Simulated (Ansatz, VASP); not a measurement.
## One calculation of BeTe, two programs

Contents of INCAR:

```
SYSTEM = BeTe
PREC = Accurate
ENCUT = 520
EDIFF = 1E-7
ISMEAR = -1
SIGMA = 0.06
LREAL = .False.
LASPH = .True.
NELM = 80
ALGO = Normal
ISIF = 2
LWAVE = .False.
LCHARG = .False.
GGA = PE
NBANDS = 11
```

The input KPOINTS:

```
Automatic mesh
0
Gamma
  6 6 6
  0 0 0
```

Contents of POSCAR:

```
BeTe
1.0
    0.0000000000      2.7700000000      2.7700000000
    2.7700000000      0.0000000000      2.7700000000
    2.7700000000      2.7700000000      0.0000000000
Te Be
1 1
Direct
    0.7500000000      0.7500000000      0.7500000000
    0.0000000000      0.0000000000      0.0000000000
```

File input.yaml:

```yaml
crystal:
  lattice:
    - [0.0, 2.77, 2.77]
    - [2.77, 0.0, 2.77]
    - [2.77, 2.77, 0.0]
  atoms:
    - { symbol: Te, position: [0.75, 0.75, 0.75] }
    - { symbol: Be, position: [0.0, 0.0, 0.0] }
kpoints:
  mp_grid: { grid: [6, 6, 6] }
scf:
  occupations: { method: fermi_dirac, width: 0.06 }
hamiltonian:
  xc: pbe
  pseudopotentials: { kind: all_electron, lapw: { basis_error: 0.004 } }
output:
  forces: true
  stress: true
  eigenvalues: true
```

Alike in both runs: task single point; functional PBE; k mesh 6 × 6 × 6; occupations fermi-dirac, width 0.06 eV; no spin polarisation.

|  | VASP | Ansatz |
| --- | --- | --- |
| version | VASP 6.6.1 | Ansatz 0.2.0 |
| potentials or method | VASP PAW PBE potentials, release 64 (Te, Be), cutoff 520 eV | all-electron LAPW, scalar-relativistic |

VASP gave:

```
gap on the k mesh at the Fermi level (eV) : 1.85
least direct gap on the mesh (eV)         : 3.56
pressure (GPa)                            : 4.5
```

Problem. Estimate Ansatz's values.

Solution. gap on the k mesh at the Fermi level (eV): 1.86; least direct gap on the mesh (eV): 3.58; pressure (GPa): 4.3.

Ansatz ran all-electron here, and VASP with PAW potentials.

Neither program's run includes spin-orbit coupling.
